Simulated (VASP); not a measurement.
# InPd (Pmm2) in VASP: further runs

InPd is run at these levels: PBE; tasks: single point.

Program: VASP 6.6.1. These are calculated values, not measurements. Logs are shortened: lines on timing, memory, paths and dates and some standing lists are left out, and cuts for length are marked.

**1. The cell of the first run**

Symmetry: Pmm2, No. 25, orthorhombic system. Conventional cell: a = 3.228 Å, b = 3.344 Å, c = 3.344 Å, α = 90.00°, β = 90.00°, γ = 90.00°. Within 3.7 Å of In (site symmetry mm2) lie 8 Pd at 2.80 to 2.93 Å and 6 In at 3.23 to 3.34 Å. Within 3.7 Å of Pd (site symmetry mm2) lie 8 In at 2.80 to 2.93 Å and 6 Pd at 3.23 to 3.34 Å.

**2. Single point, PBE (atoms displaced along a vibrational mode, the cell strained)**

File INCAR:

```
PREC     = Accurate       # precision mode
ENCUT    = 520            # plane-wave cutoff, eV
EDIFF    = 1E-6           # SCF threshold, eV
ISMEAR   = 0              # smearing method
SIGMA    = 0.15           # smearing width, eV
LREAL    = F              # projectors in reciprocal space
LASPH    = T              # aspherical terms in the spheres
NELM     = 80             # most SCF steps
ALGO     = Fast           # electronic algorithm
ISIF     = 2              # what is computed and relaxed
LWAVE    = F              # write WAVECAR
LCHARG   = F              # write CHGCAR
GGA      = PE             # functional
NBANDS   = 18             # bands
```

File KPOINTS:

```
regular mesh
0
Gamma
  14 14 14
```

File POSCAR:

```
InPd
1.0
    3.3437699169      0.0000000000      0.0000000000
    0.0000000000      3.3437699169      0.0000000000
    0.0000000000      0.0000000000      3.2282509542
In Pd
1 1
Direct
   -0.0161521247      0.0000000000      0.0000000000
    0.5174267493      0.5000000000      0.5000000000
```

Potentials or basis: VASP PAW PBE potentials, release 64 (In_d, Pd).

On the command line:

```console
cat potpaw_PBE.64/In_d/POTCAR potpaw_PBE.64/Pd/POTCAR > POTCAR
mpirun -np 1 vasp_std > vasp.out
```

OUTCAR:

```text
PREC = Accurate
   ENCUT = 520
   EDIFF = 1E-6
   ISMEAR = 0
   LREAL = F
   LASPH = T
   NELM = 80
   ISIF = 2
   GGA = PE

 ion  position               nearest neighbor table
   1  0.984  0.000  0.000-   2 2.80   2 2.80   2 2.80   2 2.80   2 2.93   2 2.93   2 2.93   2 2.93

   2  0.517  0.500  0.500-   1 2.80   1 2.80   1 2.80   1 2.80   1 2.93   1 2.93   1 2.93   1 2.93

  LATTYP: Found a simple tetragonal cell.
 ALAT       =     3.3437699169
 C/A-ratio  =     0.9654524786

  Lattice vectors:

 A1 = (   3.3437699169,   0.0000000000,   0.0000000000)
 A2 = (   0.0000000000,   3.3437699169,   0.0000000000)
 A3 = (   0.0000000000,   0.0000000000,   3.2282509542)

Analysis of symmetry for initial positions (statically):
=====================================================================
 Subroutine PRICEL returns:
 Original cell was already a primitive cell.

 Routine SETGRP: Setting up the symmetry group for a
 simple tetragonal supercell.

 Subroutine GETGRP returns: Found  4 space group operations
 (whereof  4 operations were pure point group operations)
 out of a pool of 16 trial point group operations.

The static configuration has the point symmetry C_2v.

Analysis of symmetry for dynamics (positions and initial velocities):
=====================================================================
 Subroutine PRICEL returns:
 Original cell was already a primitive cell.

 Routine SETGRP: Setting up the symmetry group for a
 simple tetragonal supercell.

 Subroutine GETGRP returns: Found  4 space group operations
 (whereof  4 operations were pure point group operations)
 out of a pool of 16 trial point group operations.

The dynamic configuration has the point symmetry C_2v.

 Subroutine INISYM returns: Found  4 space group operations
 (whereof  4 operations are pure point group operations),
 and found     1 'primitive' translations

----------------------------------------------------------------------------------------

                                     Primitive cell

  volume of cell :      36.0944

  direct lattice vectors                    reciprocal lattice vectors
     3.343769917  0.000000000  0.000000000     0.299063639  0.000000000  0.000000000
     0.000000000  3.343769917  0.000000000     0.000000000  0.299063639  0.000000000
     0.000000000  0.000000000  3.228250954     0.000000000  0.000000000  0.309765261

  length of vectors
     3.343769917  3.343769917  3.228250954     0.299063639  0.299063639  0.309765261

  position of ions in fractional coordinates (direct lattice)
     0.983847875  0.000000000  0.000000000
     0.517426749  0.500000000  0.500000000

  ion indices of the primitive-cell ions
   primitive index   ion index
                 1           1
                 2           2

----------------------------------------------------------------------------------------

 KPOINTS: regular mesh

Automatic generation of k-mesh.
 Grid dimensions read from file:
 generate k-points for:   14   14   14

 Generating k-lattice:

  Cartesian coordinates                     Fractional coordinates (reciprocal lattice)
     0.021361689  0.000000000  0.000000000     0.071428571  0.000000000  0.000000000
     0.000000000  0.021361689  0.000000000     0.000000000  0.071428571  0.000000000
     0.000000000  0.000000000  0.022126090     0.000000000  0.000000000  0.071428571

  Length of vectors
     0.021361689  0.021361689  0.022126090

  Shift w.r.t. Gamma in fractional coordinates (k-lattice)
     0.000000000  0.000000000  0.000000000

 Subroutine IBZKPT returns following result:
 ===========================================

 Found    512 irreducible k-points:

 Following reciprocal coordinates:
            Coordinates               Weight
  0.000000  0.000000  0.000000      1.000000
  0.071429  0.000000  0.000000      2.000000
  0.000000  0.071429  0.000000      2.000000
  0.142857  0.000000  0.000000      2.000000
  0.000000  0.142857  0.000000      2.000000
  0.214286  0.000000  0.000000      2.000000
[... 16 lines left out ...]
  0.357143  0.071429  0.000000      4.000000
 -0.071429  0.357143  0.000000      4.000000
 [... further k-points ...]
   k-points           NKPTS =    512   k-points in BZ     NKDIM =    512   number of bands    NBANDS=     18
   number of dos      NEDOS =    301   number of ions     NIONS =      2
   total plane-waves  NPLWV =  18816
   dimension x,y,z NGX =    28 NGY =   28 NGZ =   24
   dimension x,y,z NGXF=    56 NGYF=   56 NGZF=   48
   ions per type =               1   1
   NGX,Y,Z   is equivalent  to a cutoff of  13.92, 13.92, 12.36 a.u.
   NGXF,Y,Z  is equivalent  to a cutoff of  27.84, 27.84, 24.72 a.u.
 SYSTEM =  unknown system
   PREC   = accura    normal or accurate (medium, high low for compatibility)
   ISTART =      0    job   : 0-new  1-cont  2-samecut
   ICHARG =      2    charge: 1-file 2-atom 10-const
   ISPIN  =      1    spin polarized calculation?
   LNONCOLLINEAR =      F non collinear calculations
   LSORBIT =      F    spin-orbit coupling
   LASPH  =      T    aspherical Exc in radial PAW
   ENCUT  =  520.0 eV  38.22 Ry    6.18 a.u.   6.22  6.22  6.00*2*pi/ulx,y,z
   NELM   =     80;   NELMIN=  2; NELMDL= -5     # of ELM steps
   EDIFF  = 0.1E-05   stopping-criterion for ELM
   LREAL  =      F    real-space projection
   EDIFFG = 0.1E-04   stopping-criterion for IOM
   NSW    =      0    number of steps for IOM
   IBRION =     -1    ionic relax: 0-MD 1-quasi-New 2-CG
   NFREE  =      0    steps in history (QN), initial steepest desc. (CG)
   ISIF   =      2    stress and relaxation
   ISYM   =      2    0-nonsym 1-usesym 2-fastsym
   POTIM  = 0.5000    time-step for ionic-motion
   TEBEG  =    0.0;   TEEND  =   0.0 temperature during run
   PSTRESS=    0.0 pullay stress
   NELECT =      23.0000    total number of electrons
   NUPDOWN=      -1.0000    fix difference up-down
   EMIN   =  10.00;   EMAX   =-10.00  energy-range for DOS
   EFERMI =   0.00;   METHOD = LEGACY
   ISMEAR =     0;   SIGMA  =   0.15  broadening in eV -4-tet -1-fermi 0-gaus
   EFERMI_NEDOS =   21; number of points for ismear=-14 and -15
   IALGO  =     68    algorithm
   IMIX   =      4    mixing-type and parameters
     AMIX     =   0.40;   BMIX     =  1.00
     AMIX_MAG =   1.60;   BMIX_MAG =  1.00
  volume/ion in A,a.u.               =      18.05       121.79
  Fermi-wavevector in a.u.,A,eV,Ry     =   1.408761  2.662173 27.002238  1.984608
  Thomas-Fermi vector in A             =   2.530886
   LORBIT       =      0    0 simple, 1 ext, 2 COOP (PROOUT), +10 PAW based schemes
   GGA     = PE    functional components
   LHFCALC =     F    Hartree Fock is set to
   AEXX    =    0.0000 exact exchange contribution
   IVDW    =     0    specifies the selected vdW correction
   LEPSILON=     F    determine dielectric tensor
   LRPA    =     F    only Hartree local field effects (RPA)
 non-spin polarized calculation
 RMM-DIIS sequential band-by-band and
 Gauss-broadening in eV      SIGMA  =   0.15
  energy-cutoff  :      520.00
  volume of cell :       36.09
 maximum number of plane-waves:      1000
 NGX is ok and might be reduce to    28
   NGX = 13   NGY = 13   NGZ = 13

 number of electron      23.0000001 magnetization

 Free energy of the ion-electron system (eV)
  ---------------------------------------------------
  ext. energy  EPLUGINS =         0.00000000
  ---------------------------------------------------
  free energy    TOTEN  =        -8.72611238 eV

  energy without entropy =       -8.71758687  energy(sigma->0) =       -8.72184962

 E-fermi :  10.0650     XC(G=0): -12.0582

 val. band max:       10.0641190113   @ k =   0.4286   0.3571   0.4286
 cond. band min:      10.0713588938   @ k =  -0.3571   0.5000   0.3571
 fundamental gap:      0.0072398825
 Fermi energy:        10.0650297479

 k-point     1 :       0.0000    0.0000    0.0000
  band No.  band energies     occupation
      1      -4.8834      2.00000
      2      -4.8299      2.00000
      3      -4.4931      2.00000
      4      -4.4733      2.00000
      5      -4.4712      2.00000
      6       0.2151      2.00000
[... 10 lines left out ...]
     17      20.8085      0.00000
     18      25.7956      0.00000

 k-point     2 :       0.0714    0.0000    0.0000
  band No.  band energies     occupation
      1      -4.8787      2.00000
      2      -4.8176      2.00000
      3      -4.4974      2.00000
      4      -4.4754      2.00000
      5      -4.4721      2.00000
      6       0.2922      2.00000
[... 10 lines left out ...]
     17      20.8109      0.00000
     18      25.6405      0.00000

 k-point     3 :       0.0000    0.0714    0.0000
  band No.  band energies     occupation
      1      -4.8787      2.00000
      2      -4.8176      2.00000
      3      -4.4974      2.00000
      4      -4.4775      2.00000
      5      -4.4700      2.00000
      6       0.2924      2.00000
[... 10 lines left out ...]
     17      20.8193      0.00000
     18      25.7562      0.00000

 k-point     4 :       0.1429    0.0000    0.0000
  band No.  band energies     occupation
      1      -4.8685      2.00000
      2      -4.7803      2.00000
      3      -4.5094      2.00000
      4      -4.4873      2.00000
      5      -4.4686      2.00000
      6       0.5231      2.00000
[... 10 lines left out ...]
     17      21.8481      0.00000
     18      25.4267      0.00000

 k-point     5 :       0.0000    0.1429    0.0000
  band No.  band energies     occupation
      1      -4.8686      2.00000
      2      -4.7800      2.00000
      3      -4.5097      2.00000
      4      -4.4893      2.00000
      5      -4.4667      2.00000
      6       0.5238      2.00000
[... 10 lines left out ...]
     17      21.9084      0.00000
     18      25.1884      0.00000

 k-point     6 :       0.2143    0.0000    0.0000
  band No.  band energies     occupation
      1      -4.8568      2.00000
      2      -4.7234      2.00000
      3      -4.5268      2.00000
      4      -4.5044      2.00000
      5      -4.4635      2.00000
      6       0.9055      2.00000
[... 10 lines left out ...]
     17      23.7548      0.00000
     18      24.7233      0.00000

 k-point     7 :       0.0000    0.2143    0.0000
  band No.  band energies     occupation
      1      -4.8572      2.00000
      2      -4.7227      2.00000
      3      -4.5273      2.00000
      4      -4.5063      2.00000
      5      -4.4620      2.00000
      6       0.9072      2.00000
[... 10 lines left out ...]
     17      23.8195      0.00000
     18      24.6804      0.00000

 k-point     8 :       0.2857    0.0000    0.0000
  band No.  band energies     occupation
      1      -4.8452      2.00000
      2      -4.6592      2.00000
      3      -4.5460      2.00000
      4      -4.5233      2.00000
      5      -4.4578      2.00000
      6       1.4341      2.00000
[... 10 lines left out ...]
     17      23.6805      0.00000
     18      24.0913      0.00000
[... 229 lines left out ...]
     17      23.3983      0.00000
     18      23.9074      0.00000

 k-point    20 :      -0.0714    0.2143    0.0000
  band No.  band energies     occupation
      1      -4.8493      2.00000
      2      -4.7138      2.00000
      3      -4.5344      2.00000
      4      -4.5067      2.00000
      5      -4.4666      2.00000
      6       0.9810      2.00000
[... 10 lines left out ...]
     17      23.4853      0.00000
     18      23.9080      0.00000

 k-point    21 :       0.2857    0.0714    0.0000
  band No.  band energies     occupation
      1      -4.8370      2.00000
      2      -4.6508      2.00000
      3      -4.5546      2.00000
      4      -4.5241      2.00000
      5      -4.4632      2.00000
      6       1.5043      2.00000
[... 10 lines left out ...]
     17      22.4049      0.00000
     18      24.5957      0.00000

 k-point    22 :      -0.0714    0.2857    0.0000
  band No.  band energies     occupation
      1      -4.8376      2.00000
      2      -4.6494      2.00000
      3      -4.5553      2.00000
      4      -4.5257      2.00000
      5      -4.4622      2.00000
      6       1.5073      2.00000
[... 10 lines left out ...]
     17      22.4703      0.00000
     18      24.5957      0.00000

 k-point    23 :       0.3571    0.0714    0.0000
  band No.  band energies     occupation
      1      -4.8270      2.00000
      2      -4.5928      2.00000
      3      -4.5731      2.00000
      4      -4.5413      2.00000
      5      -4.4588      2.00000
      6       2.1592      2.00000
[... 10 lines left out ...]
     17      21.4352      0.00000
     18      23.3371      0.00000

 k-point    24 :      -0.0714    0.3571    0.0000
  band No.  band energies     occupation
      1      -4.8278      2.00000
      2      -4.5909      2.00000
      3      -4.5741      2.00000
      4      -4.5428      2.00000
      5      -4.4582      2.00000
      6       2.1648      2.00000
[... 10 lines left out ...]
     17      21.5531      0.00000
     18      23.3294      0.00000

 [... further k-points ...]
[... 5 lines left out ...]
  --------------------------------------------------------------------------------------
  -------------------------------------------------------------------------------------
  Total       -0.0098731      0.0919169      0.3443803      0.0000000      0.0000000      0.0000000
  in kB       -0.4382517      4.0800536     15.2865290      0.0000000      0.0000000      0.0000000
  external PRESSURE =       6.3094436 kB  Pullay stress =       0.0000000 kB

 VOLUME and BASIS-vectors are now :
 -----------------------------------------------------------------------------
  energy-cutoff  :      520.00
  volume of cell :       36.09
      direct lattice vectors                 reciprocal lattice vectors
     3.343769917  0.000000000  0.000000000     0.299063639  0.000000000  0.000000000
     0.000000000  3.343769917  0.000000000     0.000000000  0.299063639  0.000000000
     0.000000000  0.000000000  3.228250954     0.000000000  0.000000000  0.309765261

 POSITION                                       TOTAL-FORCE (eV/Angst)
 -----------------------------------------------------------------------------------
      3.28976      0.00000      0.00000         0.409404      0.000000      0.000000
      1.73016      1.67188      1.61413        -0.409404      0.000000      0.000000
 -----------------------------------------------------------------------------------
    total drift:                               -0.000726      0.000000      0.000001

  FREE ENERGIE OF THE ION-ELECTRON SYSTEM (eV)
  ---------------------------------------------------
  free  energy   TOTEN  =        -8.7261123760 eV

  energy  without entropy=       -8.7175868720  energy(sigma->0) =       -8.72184962
```

It took 3.4 min on 1 thread of Intel Xeon Platinum 8488C (Sapphire Rapids), shared host; peak memory 0.44 GiB.

Results:

| Quantity | Value |
| --- | --- |
| Free energy | -8.7261 eV |
| Pressure | 0.6 GPa |
| Largest force | 0.409 eV/Å |
| Band gap on the k mesh | zero (an odd number of electrons rules out a gap without spin polarisation) |

Forces in eV/Å, atoms in the order of the input:
```
In   0.409  0.000  0.000
Pd  -0.409  0.000  0.000
```

Stress tensor (GPa, compression positive):
```
-0.04  0.00  0.00
 0.00  0.41  0.00
 0.00  0.00  1.53
```

Caveat: the cell differs from its parent crystal (atoms displaced along a vibrational mode, the cell strained); spin-orbit coupling is left out, which moves the levels of the heavy elements.

**3. Single point, PBE (atoms displaced along a vibrational mode, the cell strained)**

File INCAR:

```
SYSTEM = InPd
PREC = Accurate
ENCUT = 520
EDIFF = 1E-6
ISMEAR = 0
SIGMA = 0.15
LREAL = .FALSE.
LASPH = .TRUE.
NELM = 60
ALGO = Fast
ISIF = 2
LWAVE = .FALSE.
LCHARG = .FALSE.
GGA = PE
NBANDS = 18
```

File KPOINTS:

```
regular mesh
0
G
  14 14 14
  0 0 0
```

File POSCAR:

```
InPd
1.0
    3.2667572751      0.0000000000      0.0000000000
    0.0000000000      3.2667572751      0.0000000000
    0.0000000000      0.0000000000      3.3822762378
In Pd
1 1
Direct
   -0.0053840416      0.0000000000      0.0000000000
    0.5058089164      0.5000000000      0.5000000000
```

Potentials or basis: VASP PAW PBE potentials, release 64 (In_d, Pd).

On the command line:

```console
cat potpaw_PBE.64/In_d/POTCAR potpaw_PBE.64/Pd/POTCAR > POTCAR
mpirun -np 1 vasp_std > vasp.out
```

Wall time 2.7 min (1 thread of Intel Xeon Platinum 8488C (Sapphire Rapids), shared host); peak memory 0.43 GiB.

Results (log left out):

- Free energy: -8.7473 eV
- Pressure: 0.1 GPa
- Largest force: 0.126 eV/Å
- Band gap on the k mesh: zero (an odd number of electrons rules out a gap without spin polarisation)

Forces on the atoms (eV/Å):
```
In   0.126  0.000  0.000
Pd  -0.126  0.000  0.000
```

Stress tensor (GPa, compression positive):
```
 0.37  0.00  0.00
 0.00  0.41  0.00
 0.00  0.00 -0.45
```

Levels at points of the mesh, in eV from the Fermi level:
```
           k point  band 10  band 11  band 12  band 13  band 14  band 15
(0.00, 0.00, 0.00)    -2.27    -2.18     3.52     4.46     4.46     8.80
(0.50, 0.00, 0.00)    -3.10    -2.33    -1.02     8.87     9.50     9.61
(0.00, 0.50, 0.00)    -3.10    -2.33    -1.02     8.88     9.46     9.62
(0.50, 0.50, 0.00)    -2.13    -2.13    -1.62     1.40     2.57     8.80
(0.00, 0.00, 0.50)    -3.10    -2.24    -1.35     9.28     9.33     9.90
(0.50, 0.00, 0.50)    -2.38    -2.19    -1.73     1.21     2.24     9.47
(0.00, 0.50, 0.50)    -2.37    -2.19    -1.73     1.21     2.24     9.47
(0.50, 0.50, 0.50)    -1.59    -0.22     3.70     3.70     3.72     4.11
```

Caveat: the cell differs from its parent crystal (atoms displaced along a vibrational mode, the cell strained); spin-orbit coupling is left out, which moves the levels of the heavy elements.
